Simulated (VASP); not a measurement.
A run of VASP 6.6.1 is set up as follows.

The input INCAR:

```
PREC = Accurate ; ENCUT = 520
EDIFF = 1E-7 ; ISMEAR = 0
SIGMA = 0.05 ; LREAL = F
LASPH = T ; NELM = 100
ALGO = Normal ; ISIF = 2
LWAVE = F ; LCHARG = F
GGA = PE ; NBANDS = 14
```

Contents of KPOINTS:

```
regular mesh
0
Gamma
  10 10 10
```

POSCAR

```
NaI
1.0
    0.0000000000      3.2861571477      3.2861571477
    3.2861571477      0.0000000000      3.2861571477
    3.2861571477      3.2861571477      0.0000000000
Na I
1 1
Direct
    0.0000000000      0.0000000000      0.0000000000
    0.5000000000      0.5000000000      0.5000000000
```

Potentials or basis: VASP PAW PBE potentials, release 64 (Na_pv, I).

Command:

```console
$ cat potpaw_PBE.64/Na_pv/POTCAR potpaw_PBE.64/I/POTCAR > POTCAR
$ mpirun -np 1 vasp_std > vasp.out
```

**Question.** What does it give for the pressure?

**Answer.** -0.3 GPa.

**Question.** Predict the band gap on the k mesh.

**Answer.** 3.52 eV.

Caveat: spin-orbit coupling is left out, which moves the levels of the heavy elements. As with any semilocal functional, this PBE gap is likely too small.
